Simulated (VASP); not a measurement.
Here is a VASP 6.6.1 calculation.

The input INCAR:

```
SYSTEM = MgO
PREC     = Accurate       ! precision mode
ENCUT    = 520            ! plane-wave cutoff, eV
EDIFF    = 1E-7           ! SCF threshold, eV
ISMEAR   = 0              ! smearing method
SIGMA    = 0.1            ! smearing width, eV
LREAL    = .False.        ! projectors in reciprocal space
LASPH    = .True.         ! aspherical terms in the spheres
NELM     = 100            ! most SCF steps
ALGO     = Normal         ! electronic algorithm
ISIF     = 2              ! what is computed and relaxed
LWAVE    = .False.        ! write WAVECAR
LCHARG   = .False.        ! write CHGCAR
GGA      = PE             ! functional
NBANDS   = 26             ! bands
```

File KPOINTS:

```
Automatic mesh
0
Gamma
  4 6 6
  0 0 0
```

The input POSCAR:

```
MgO
1.0
    6.0177583098      0.0000000000      0.0000000000
    0.0000000000      4.2480629516      0.0000000000
    0.0000000000      0.0000000000      3.0096653602
Mg O
4 4
Direct
    0.7500000000      0.0000000000      0.4999881087
    0.0000000000      0.5000000000      0.0000000000
    0.2500000000      0.0000000000      0.5000118913
    0.5000000000      0.5000000000      0.0000000000
    0.7500000000      0.5000000000      0.5000003284
    0.0000000000      0.0000000000      0.0000000000
    0.2500000000      0.5000000000      0.4999996716
    0.5000000000      0.0000000000      0.0000000000
```

Potentials or basis: VASP PAW PBE potentials, release 64 (Mg, O).

Command:

```bash
$ cat potpaw_PBE.64/Mg/POTCAR potpaw_PBE.64/O/POTCAR > POTCAR
$ mpirun -np 1 vasp_std > vasp.out
```

Task: Predict the pressure.

Result: -0.7 GPa.

Task: Estimate the band gap on the k mesh.

Result: 4.45 eV.

Stress tensor (GPa, compression positive):
```
-0.74  0.00  0.00
 0.00 -0.45  0.00
 0.00  0.00 -0.80
```
